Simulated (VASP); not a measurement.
# GaSb in VASP: notebook

Runs on GaSb. Level: PBE. Tasks: single point.

Program: VASP 6.6.1. These are calculated values, not measurements. Logs are shortened: lines on timing, memory, paths and dates and some standing lists are left out, and cuts for length are marked.

## (1) The cell of the first run

The cell holds a wire with vacuum, 2 atoms: a = 9.000 Å, b = 9.300 Å, c = 4.843 Å, α = 90.00°, β = 90.00°, γ = 90.00°.

## (2) Single point, PBE, collinear spin, ferromagnetic start

The input, INCAR:

```
SYSTEM = GaSb
  ALGO = Normal
  EDIFF = 1E-6
  ENCUT = 520
  GGA = PE
  ISIF = 2
  ISMEAR = 0
  ISPIN = 2
  LASPH = .True.
  LCHARG = .True.
  LELF = .True.
  LORBIT = 11
  LREAL = .False.
  LVHAR = .True.
  LWAVE = .False.
  MAGMOM = 0.5 0.5
  NBANDS = 20
  NELM = 150
  PREC = Accurate
  SIGMA = 0.05
```

The input, KPOINTS:

```
k-points
0
Gamma
  1 1 13
  0 0 0
```

The input, POSCAR:

```
GaSb
1.0
    9.0000000000      0.0000000000      0.0000000000
    0.0000000000      9.3000000000      0.0000000000
    0.0000000000      0.0000000000      4.8432099541
Ga Sb
1 1
Direct
    0.5000000000      0.5000000000      0.0000000000
    0.5000000000      0.5000000000      0.5000000000
```

Potentials or basis: VASP PAW PBE potentials, release 64 (Ga_d, Sb).

On the command line:

```bash
cat potpaw_PBE.64/Ga_d/POTCAR potpaw_PBE.64/Sb/POTCAR > POTCAR
mpirun -np 1 vasp_std > vasp.out
```

OUTCAR:

```text
SYSTEM = GaSb
   EDIFF = 1E-6
   ENCUT = 520
   GGA = PE
   ISIF = 2
   ISMEAR = 0
   ISPIN = 2
   LASPH = .True.
   LORBIT = 11
   LREAL = .False.
   NELM = 150
   PREC = Accurate

 ion  position               nearest neighbor table
   1  0.500  0.500  0.000-   2 2.42   2 2.42
   2  0.500  0.500  0.500-   1 2.42   1 2.42

  LATTYP: Found a simple orthorhombic cell.
 ALAT       =     4.8432099541
 B/A-ratio  =     1.8582717011
 C/A-ratio  =     1.9202140911

  Lattice vectors:

 A1 = (   0.0000000000,   0.0000000000,   4.8432099541)
 A2 = (   9.0000000000,   0.0000000000,   0.0000000000)
 A3 = (   0.0000000000,   9.3000000000,   0.0000000000)

Analysis of symmetry for initial positions (statically):
=====================================================================
 Subroutine PRICEL returns:
 Original cell was already a primitive cell.

 Routine SETGRP: Setting up the symmetry group for a
 simple orthorhombic supercell.

 Subroutine GETGRP returns: Found  8 space group operations
 (whereof  8 operations were pure point group operations)
 out of a pool of  8 trial point group operations.

The static configuration has the point symmetry D_2h.

Analysis of symmetry for dynamics (positions and initial velocities):
=====================================================================
 Subroutine PRICEL returns:
 Original cell was already a primitive cell.

 Routine SETGRP: Setting up the symmetry group for a
 simple orthorhombic supercell.

 Subroutine GETGRP returns: Found  8 space group operations
 (whereof  8 operations were pure point group operations)
 out of a pool of  8 trial point group operations.

The dynamic configuration has the point symmetry D_2h.

Analysis of structural, dynamic, and magnetic symmetry:
=====================================================================
 Subroutine PRICEL returns:
 Original cell was already a primitive cell.

 Routine SETGRP: Setting up the symmetry group for a
 simple orthorhombic supercell.

 Subroutine GETGRP returns: Found  8 space group operations
 (whereof  8 operations were pure point group operations)
 out of a pool of  8 trial point group operations.

The overall configuration has the point symmetry D_2h.

 Subroutine INISYM returns: Found  8 space group operations
 (whereof  8 operations are pure point group operations),
 and found     1 'primitive' translations

----------------------------------------------------------------------------------------

                                     Primitive cell

  volume of cell :     405.3767

  direct lattice vectors                    reciprocal lattice vectors
     9.000000000  0.000000000  0.000000000     0.111111111  0.000000000  0.000000000
     0.000000000  9.300000000  0.000000000     0.000000000  0.107526882  0.000000000
     0.000000000  0.000000000  4.843209954     0.000000000  0.000000000  0.206474633

  length of vectors
     9.000000000  9.300000000  4.843209954     0.111111111  0.107526882  0.206474633

  position of ions in fractional coordinates (direct lattice)
     0.500000000  0.500000000  0.000000000
     0.500000000  0.500000000  0.500000000

  ion indices of the primitive-cell ions
   primitive index   ion index
                 1           1
                 2           2

----------------------------------------------------------------------------------------

 KPOINTS: k-points

Automatic generation of k-mesh.
 Grid dimensions read from file:
 generate k-points for:    1    1   13

 Generating k-lattice:

  Cartesian coordinates                     Fractional coordinates (reciprocal lattice)
     0.111111111  0.000000000  0.000000000     1.000000000  0.000000000  0.000000000
     0.000000000  0.107526882  0.000000000     0.000000000  1.000000000  0.000000000
     0.000000000  0.000000000  0.015882664     0.000000000  0.000000000  0.076923077

  Length of vectors
     0.111111111  0.107526882  0.015882664

  Shift w.r.t. Gamma in fractional coordinates (k-lattice)
     0.000000000  0.000000000  0.000000000

 Subroutine IBZKPT returns following result:
 ===========================================

 Found      7 irreducible k-points:

 Following reciprocal coordinates:
            Coordinates               Weight
  0.000000  0.000000  0.000000      1.000000
  0.000000  0.000000  0.076923      2.000000
  0.000000  0.000000  0.153846      2.000000
  0.000000  0.000000  0.230769      2.000000
  0.000000  0.000000  0.307692      2.000000
  0.000000  0.000000  0.384615      2.000000
  0.000000  0.000000  0.461538      2.000000
   k-points           NKPTS =      7   k-points in BZ     NKDIM =      7   number of bands    NBANDS=     20
   number of dos      NEDOS =    301   number of ions     NIONS =      2
   total plane-waves  NPLWV = 176400
   dimension x,y,z NGX =    70 NGY =   70 NGZ =   36
   dimension x,y,z NGXF=   140 NGYF=  140 NGZF=   72
   ions per type =               1   1
   NGX,Y,Z   is equivalent  to a cutoff of  12.93, 12.51, 12.36 a.u.
   NGXF,Y,Z  is equivalent  to a cutoff of  25.86, 25.03, 24.71 a.u.
 SYSTEM =  GaSb
   PREC   = accura    normal or accurate (medium, high low for compatibility)
   ISTART =      0    job   : 0-new  1-cont  2-samecut
   ICHARG =      2    charge: 1-file 2-atom 10-const
   ISPIN  =      2    spin polarized calculation?
   LNONCOLLINEAR =      F non collinear calculations
   LSORBIT =      F    spin-orbit coupling
   LASPH  =      T    aspherical Exc in radial PAW
   ENCUT  =  520.0 eV  38.22 Ry    6.18 a.u.  16.73 17.29  9.01*2*pi/ulx,y,z
   NELM   =    150;   NELMIN=  2; NELMDL= -5     # of ELM steps
   EDIFF  = 0.1E-05   stopping-criterion for ELM
   LREAL  =      F    real-space projection
   EDIFFG = 0.1E-04   stopping-criterion for IOM
   NSW    =      0    number of steps for IOM
   IBRION =     -1    ionic relax: 0-MD 1-quasi-New 2-CG
   NFREE  =      0    steps in history (QN), initial steepest desc. (CG)
   ISIF   =      2    stress and relaxation
   ISYM   =      2    0-nonsym 1-usesym 2-fastsym
   POTIM  = 0.5000    time-step for ionic-motion
   TEBEG  =    0.0;   TEEND  =   0.0 temperature during run
   PSTRESS=    0.0 pullay stress
   NELECT =      18.0000    total number of electrons
   NUPDOWN=      -1.0000    fix difference up-down
   EMIN   =  10.00;   EMAX   =-10.00  energy-range for DOS
[... 54 lines left out ...]
     20       3.9111      0.00000

 k-point     2 :       0.0000    0.0000    0.0769
  band No.  band energies     occupation
      1     -18.8492      1.00000
      2     -18.6550      1.00000
      3     -18.6550      1.00000
      4     -18.6109      1.00000
      5     -18.6109      1.00000
      6     -13.1223      1.00000
[... 12 lines left out ...]
     19       4.1822      0.00000
     20       4.2192      0.00000

 k-point     3 :       0.0000    0.0000    0.1538
  band No.  band energies     occupation
      1     -18.8450      1.00000
      2     -18.6568      1.00000
      3     -18.6568      1.00000
      4     -18.6109      1.00000
      5     -18.6109      1.00000
      6     -13.0486      1.00000
[... 12 lines left out ...]
     19       4.3222      0.00000
     20       4.4394      0.00000

 k-point     4 :       0.0000    0.0000    0.2308
  band No.  band energies     occupation
      1     -18.8389      1.00000
      2     -18.6593      1.00000
      3     -18.6593      1.00000
      4     -18.6109      1.00000
      5     -18.6109      1.00000
      6     -12.9305      1.00000
[... 12 lines left out ...]
     19       3.8689      0.00000
     20       4.5138      0.00000

 k-point     5 :       0.0000    0.0000    0.3077
  band No.  band energies     occupation
      1     -18.8325      1.00000
      2     -18.6620      1.00000
      3     -18.6619      1.00000
      4     -18.6109      1.00000
      5     -18.6109      1.00000
      6     -12.7797      1.00000
[... 12 lines left out ...]
     19       3.3830      0.00000
     20       4.2852      0.00000

 k-point     6 :       0.0000    0.0000    0.3846
  band No.  band energies     occupation
      1     -18.8271      1.00000
      2     -18.6642      1.00000
      3     -18.6642      1.00000
      4     -18.6109      1.00000
      5     -18.6109      1.00000
      6     -12.6237      1.00000
[... 12 lines left out ...]
     19       3.6148      0.00000
     20       3.6696      0.00000

 k-point     7 :       0.0000    0.0000    0.4615
  band No.  band energies     occupation
      1     -18.8241      1.00000
      2     -18.6654      1.00000
      3     -18.6654      1.00000
      4     -18.6109      1.00000
      5     -18.6109      1.00000
      6     -12.5153      1.00000
[... 12 lines left out ...]
     19       3.6388      0.00000
     20       3.7703      0.00000
 Fermi energy:        -3.6517114648

 spin component 2

 k-point     1 :       0.0000    0.0000    0.0000
  band No.  band energies     occupation
      1     -18.8279      1.00000
      2     -18.6348      1.00000
      3     -18.6348      1.00000
      4     -18.5987      1.00000
      5     -18.5987      1.00000
      6     -12.8673      1.00000
[... 12 lines left out ...]
     19       4.1418      0.00000
     20       4.1484      0.00000

 k-point     2 :       0.0000    0.0000    0.0769
  band No.  band energies     occupation
      1     -18.8267      1.00000
      2     -18.6354      1.00000
      3     -18.6354      1.00000
      4     -18.5987      1.00000
      5     -18.5987      1.00000
      6     -12.8404      1.00000
[... 12 lines left out ...]
     19       4.2971      0.00000
     20       4.4053      0.00000

 k-point     3 :       0.0000    0.0000    0.1538
  band No.  band energies     occupation
      1     -18.8232      1.00000
      2     -18.6371      1.00000
      3     -18.6371      1.00000
      4     -18.5987      1.00000
      5     -18.5987      1.00000
      6     -12.7609      1.00000
[... 12 lines left out ...]
     19       4.4151      0.00000
     20       4.5363      0.00000

 k-point     4 :       0.0000    0.0000    0.2308
  band No.  band energies     occupation
      1     -18.8184      1.00000
      2     -18.6395      1.00000
      3     -18.6395      1.00000
      4     -18.5987      1.00000
      5     -18.5987      1.00000
      6     -12.6325      1.00000
[... 12 lines left out ...]
     19       3.9511      0.00000
     20       4.6070      0.00000

 k-point     5 :       0.0000    0.0000    0.3077
  band No.  band energies     occupation
      1     -18.8132      1.00000
      2     -18.6421      1.00000
      3     -18.6421      1.00000
      4     -18.5987      1.00000
      5     -18.5987      1.00000
      6     -12.4661      1.00000
[... 12 lines left out ...]
     19       3.4128      0.00000
     20       4.4103      0.00000

 k-point     6 :       0.0000    0.0000    0.3846
  band No.  band energies     occupation
      1     -18.8089      1.00000
      2     -18.6442      1.00000
      3     -18.6442      1.00000
      4     -18.5987      1.00000
      5     -18.5987      1.00000
      6     -12.2891      1.00000
[... 12 lines left out ...]
     19       3.6696      0.00000
     20       3.7794      0.00000

 k-point     7 :       0.0000    0.0000    0.4615
  band No.  band energies     occupation
      1     -18.8065      1.00000
      2     -18.6454      1.00000
      3     -18.6454      1.00000
      4     -18.5987      1.00000
      5     -18.5987      1.00000
      6     -12.1618      1.00000
[... 12 lines left out ...]
     19       3.7304      0.00000
     20       3.8609      0.00000

------------------------ aborting loop because EDIFF is reached ----------------------------------------

  FORCE on cell =-STRESS in cart. coord.  units (eV):
  Direction    XX          YY          ZZ          XY          YZ          ZX
  --------------------------------------------------------------------------------------
  -------------------------------------------------------------------------------------
  Total        0.0640873      0.0473781      5.4281566      0.0000000      0.0000000      0.0000000
  in kB        0.2532935      0.1872532     21.4537983      0.0000000      0.0000000      0.0000000
  external PRESSURE =       7.2981150 kB  Pullay stress =       0.0000000 kB

 VOLUME and BASIS-vectors are now :
 -----------------------------------------------------------------------------
  energy-cutoff  :      520.00
  volume of cell :      405.38
      direct lattice vectors                 reciprocal lattice vectors
     9.000000000  0.000000000  0.000000000     0.111111111  0.000000000  0.000000000
     0.000000000  9.300000000  0.000000000     0.000000000  0.107526882  0.000000000
     0.000000000  0.000000000  4.843209954     0.000000000  0.000000000  0.206474633

 POSITION                                       TOTAL-FORCE (eV/Angst)
 -----------------------------------------------------------------------------------
      4.50000      4.65000      0.00000         0.000000      0.000000      0.000000
      4.50000      4.65000      2.42160         0.000000      0.000000      0.000000
 -----------------------------------------------------------------------------------
    total drift:                                0.000000      0.000000      0.000000

  FREE ENERGIE OF THE ION-ELECTRON SYSTEM (eV)
  ---------------------------------------------------
  free  energy   TOTEN  =        -4.6199464662 eV

  energy  without entropy=       -4.6165171682  energy(sigma->0) =       -4.61823182

 total charge

# of ion       s       p       d       tot
------------------------------------------
    1        1.064   0.595   9.948  11.606
    2        1.174   1.290   0.018   2.483
--------------------------------------------------
tot          2.238   1.885   9.966  14.089

 magnetization (x)

# of ion       s       p       d       tot
------------------------------------------
    1        0.026   0.006   0.013   0.045
    2        0.016   0.235   0.002   0.254
--------------------------------------------------
tot          0.042   0.241   0.015   0.299
```

It took 1.9 min on 1 thread of AMD EPYC 9R45 (Zen 5), shared host; peak memory 0.56 GiB.

What came out:

```
Free energy                                           : -4.6199 eV
Net moment                                            : 0.71 μB per cell
Site moments                                          : Ga +0.04; Sb +0.25 μB
Valence electrons inside the program's atomic spheres : Ga 11.61; Sb 2.48
```

Caveat: spin-orbit coupling is left out, which moves the levels of the heavy elements.

## (3) Single point, PBE, collinear spin, ferromagnetic start

This run uses another cell than the first one, of 215.65 Å³/atom, 1.064 times its volume.

The input, INCAR:

```
ALGO     = Normal         # electronic algorithm
EDIFF    = 1E-7           # SCF threshold, eV
ENCUT    = 520            # plane-wave cutoff, eV
GGA      = PE             # functional
ISIF     = 2              # what is computed and relaxed
ISMEAR   = 0              # smearing method
ISPIN    = 2              # spin polarisation
LASPH    = T              # aspherical terms in the spheres
LCHARG   = F              # write CHGCAR
LORBIT   = 11             # projections on sites
LREAL    = F              # projectors in reciprocal space
LWAVE    = F              # write WAVECAR
MAGMOM   = 0.5 0.5        # initial moments
NBANDS   = 20             # bands
NELM     = 150            # most SCF steps
PREC     = Accurate       # precision mode
SIGMA    = 0.05           # smearing width, eV
```

The input, KPOINTS:

```
k-points
0
Gamma
  1 1 13
```

The input, POSCAR:

```
GaSb
1.0
    9.0000000000      0.0000000000      0.0000000000
    0.0000000000      9.3000000000      0.0000000000
    0.0000000000      0.0000000000      5.1529070734
Ga Sb
1 1
Direct
    0.5000000000      0.5000000000     -0.0174979338
    0.5000000000      0.5000000000      0.4824979338
```

Potentials or basis: VASP PAW PBE potentials, release 64 (Ga_d, Sb).

On the command line:

```bash
cat potpaw_PBE.64/Ga_d/POTCAR potpaw_PBE.64/Sb/POTCAR > POTCAR
mpirun -np 1 vasp_std > vasp.out
```

Wall time 2.2 min (1 thread of AMD EPYC 9R45 (Zen 5), shared host); peak memory 0.61 GiB.

The run converged. Its results:

| Quantity | Value |
| --- | --- |
| Free energy | -4.8126 eV |
| Net moment | 0.77 μB per cell |
| Site moments | Ga -0.01; Sb +0.28 μB |
| Valence electrons inside the program's atomic spheres | Ga 11.51; Sb 2.42 |

Levels at points of the mesh, in eV from the Fermi level:
Spin up:
| k point | band 5 | band 6 | band 7 | band 8 | band 9 | band 10 | band 11 | band 12 | band 13 | band 14 |
| --- | --- | --- | --- | --- | --- | --- | --- | --- | --- | --- |
| (0.00, 0.00, 0.00) | -14.82 | -9.06 | -2.65 | -2.50 | -0.92 | -0.92 | 3.75 | 4.04 | 4.04 | 4.93 |
Spin down:
```csv
k point,band 5,band 6,band 7,band 8,band 9,band 10,band 11,band 12,band 13,band 14
"(0.00, 0.00, 0.00)",-14.81,-8.74,-2.49,-2.37,-0.51,-0.51,3.87,4.25,4.25,5.07
```

Caveat: spin-orbit coupling is left out, which moves the levels of the heavy elements.

## (4) Single point, PBE, collinear spin, ferromagnetic start

This run uses another cell than the first one, of 216.60 Å³/atom, 1.069 times its volume.

The input, INCAR:

```
SYSTEM = GaSb
ALGO = Normal
EDIFF = 1E-6
ENCUT = 520
GGA = PE
ISIF = 2
ISMEAR = 0
ISPIN = 2
LASPH = .True.
LCHARG = .False.
LORBIT = 11
LREAL = .False.
LWAVE = .False.
MAGMOM = 0.5 0.5
NBANDS = 20
NELM = 150
PREC = Accurate
SIGMA = 0.05
```

The input, KPOINTS:

```
k-points
0
Gamma
  1 1 13
  0 0 0
```

The input, POSCAR:

```
GaSb
1.0
    9.0000000000      0.0000000000      0.0000000000
    0.0000000000      9.3000000000      0.0000000000
    0.0000000000      0.0000000000      5.1756670037
Ga Sb
1 1
Direct
    0.5000000000      0.5000000000      0.0000000000
    0.5000000000      0.5000000000      0.5000000000
```

On the command line:

```bash
cat potpaw_PBE.64/Ga_d/POTCAR potpaw_PBE.64/Sb/POTCAR > POTCAR
mpirun -np 1 vasp_std > vasp.out
```

Wall time 2 min (1 thread of AMD EPYC 9R45 (Zen 5), shared host); peak memory 0.61 GiB.

Results (log left out):

| Property | Result |
| --- | --- |
| Free energy | -4.8135 eV |
| Net moment | 0.77 μB per cell |
| Site moments | Ga -0.01; Sb +0.28 μB |
| Valence electrons inside the program's atomic spheres | Ga 11.50; Sb 2.41 |

Levels at points of the mesh, in eV from the Fermi level:
Spin up:
| k point | band 7 | band 8 | band 9 | band 10 | band 11 | band 12 |
| --- | --- | --- | --- | --- | --- | --- |
| (0.00, 0.00, 0.00) | -2.65 | -2.57 | -0.92 | -0.92 | 3.75 | 3.99 |
Spin down:
| k point | band 6 | band 7 | band 8 | band 9 | band 10 | band 11 | band 12 | band 13 |
| --- | --- | --- | --- | --- | --- | --- | --- | --- |
| (0.00, 0.00, 0.00) | -8.73 | -2.48 | -2.44 | -0.51 | -0.50 | 3.86 | 4.20 | 4.20 |

Caveat: spin-orbit coupling is left out, which moves the levels of the heavy elements.

## (5) Overview

| cell | gap on the mesh (eV) | moment (μB) |
| --- | --- | --- |
| a = 9.000, b = 9.300, c = 4.843 Å, 2 atoms | none | 0.71 |
| a = 9.000, b = 9.300, c = 5.153 Å, 2 atoms | none | 0.77 |
| a = 9.000, b = 9.300, c = 5.176 Å, 2 atoms | none | 0.77 |

Alike in all rows: task single point; level PBE; potentials or basis VASP PAW PBE potentials, release 64 (Ga_d, Sb); spin collinear, ferromagnetic start; k mesh 1 × 1 × 13; cutoff (eV) 520; smearing gaussian 0.05 eV.

Caveats: spin-orbit coupling is left out, which moves the levels of the heavy elements.

Absolute energies hang on the potentials; compare differences alone.
